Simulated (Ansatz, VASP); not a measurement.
**Te2Mo: VASP beside Ansatz**

INCAR

```
SYSTEM = Te2Mo
PREC = Accurate ; ENCUT = 520
EDIFF = 1E-7 ; ISMEAR = 0
SIGMA = 0.05 ; LREAL = .False.
LASPH = .True. ; NELM = 60
ALGO = Normal ; ISIF = 2
LWAVE = .False. ; LCHARG = .False.
GGA = PS ; NBANDS = 35
```

KPOINTS

```
Automatic mesh
0
Gamma
  12 12 2
  0 0 0
```

POSCAR

```
Te2Mo
1.0
    3.3192945305      0.0000000000      0.0000000000
   -1.6596472652      2.8745933861      0.0000000000
    0.0000000000      0.0000000000     13.6583254868
Te Mo
4 2
Direct
    0.3333333333      0.6666666667      0.6211281373
    0.6666666667      0.3333333333      0.1211281373
    0.3333333333      0.6666666667      0.8788718627
    0.6666666667      0.3333333333      0.3788718627
    0.3333333333      0.6666666667      0.2500000000
    0.6666666667      0.3333333333      0.7500000000
```

Input for Ansatz:

```yaml
crystal:
  lattice:
    - [3.3192945305, 0.0, 0.0]
    - [-1.6596472652, 2.8745933861, 0.0]
    - [0.0, 0.0, 13.6583254868]
  atoms:
    - { symbol: Te, position: [0.3333333333, 0.6666666667, 0.6211281373] }
    - { symbol: Te, position: [0.6666666667, 0.3333333333, 0.1211281373] }
    - { symbol: Te, position: [0.3333333333, 0.6666666667, 0.8788718627] }
    - { symbol: Te, position: [0.6666666667, 0.3333333333, 0.3788718627] }
    - { symbol: Mo, position: [0.3333333333, 0.6666666667, 0.25] }
    - { symbol: Mo, position: [0.6666666667, 0.3333333333, 0.75] }
basis:
  ecutwfc: 420
kpoints:
  mp_grid: { grid: [12, 12, 2] }
hamiltonian:
  xc: pbesol
scf:
  occupations: { method: gaussian, width: 0.05 }
output:
  forces: true
  stress: true
  eigenvalues: true
  write_density: true
  write_potential: true
  elf: true
  volumetric_format: npy
```

Change from the starting cell: strain -0.050 along x and y, -0.025 along z, atoms carried along.

Alike in both runs: task single point; functional PBEsol; k mesh 12 × 12 × 2; occupations gaussian, width 0.05 eV; no spin polarisation.

|  | VASP | Ansatz |
| --- | --- | --- |
| version | VASP 6.6.1 | Ansatz 0.2.0 |
| potentials or method | VASP PAW PBE potentials, release 64 (Te, Mo_sv), cutoff 520 eV | scalar-relativistic, plane waves, PAW |
| valence electrons in the cell | 52 | 92 |

VASP gave:

* gap on the k mesh at the Fermi level (eV): 0.65
* least direct gap on the mesh (eV): 1.11
* pressure (GPa): 17.5
* traceless stress, the component that is largest in VASP (GPa): 0.41
* rms of the force components (eV/Å): 0.897

**Question.** Which values does Ansatz return?

**Answer.** gap on the k mesh at the Fermi level (eV): 0.65; least direct gap on the mesh (eV): 1.10; pressure (GPa): 17.3; traceless stress, the component that is largest in VASP (GPa): 0.31; rms of the force components (eV/Å): 0.877.

VASP's potentials were made for PBE, not for PBEsol. Atom by atom the forces differ by 0.020 eV/Å (rms over components). With one functional, cell and mesh, what is left measures potentials, basis and numerics. VASP's potentials hold 52 valence electrons a cell and Ansatz's 92, so a difference there can come from the potentials and not from the codes.

Neither program's run includes spin-orbit coupling.
